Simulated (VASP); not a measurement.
Here is a VASP 6.6.1 calculation.

The input INCAR:

```
SYSTEM = Ru
PREC = Accurate
ENCUT = 520
EDIFF = 1E-6
ISMEAR = -1
SIGMA = 0.05
LREAL = .False.
LASPH = .True.
NELM = 60
ALGO = Normal
ISIF = 2
LWAVE = .False.
LCHARG = .True.
GGA = B5
ALDAX = 1.0
AGGAX = 1.0
AGGAC = 1.0
ALDAC = 0.0
LELF = .True.
LVHAR = .True.
NBANDS = 21
```

Contents of KPOINTS:

```
regular mesh
0
Gamma
  11 11 6
  0 0 0
```

Contents of POSCAR:

```
Ru
1.0
    2.7588683749      0.0000000000      0.0000000000
   -1.3794341875      2.3892500984      0.0000000000
    0.0000000000      0.0000000000      4.3658801443
Ru
2
Direct
    0.6666666667      0.3333333333      0.7500000000
    0.3333333333      0.6666666667      0.2500000000
```

Potentials or basis: VASP PAW PBE potentials, release 64 (Ru_pv).

Launch:

```bash
$ cat potpaw_PBE.64/Ru_pv/POTCAR > POTCAR
$ mpirun -np 1 vasp_std > vasp.out
```

(1) What does it give for the band gap on the k mesh?

(2) What does it give for the pressure?

Results:

(1) zero (band 14 reaches 13.67 eV, above the bottom of band 15 at 10.88 eV).

(2) 1.2 GPa.

Caveat: the PAW data sets were made with another functional, which shifts forces and pressure a little.
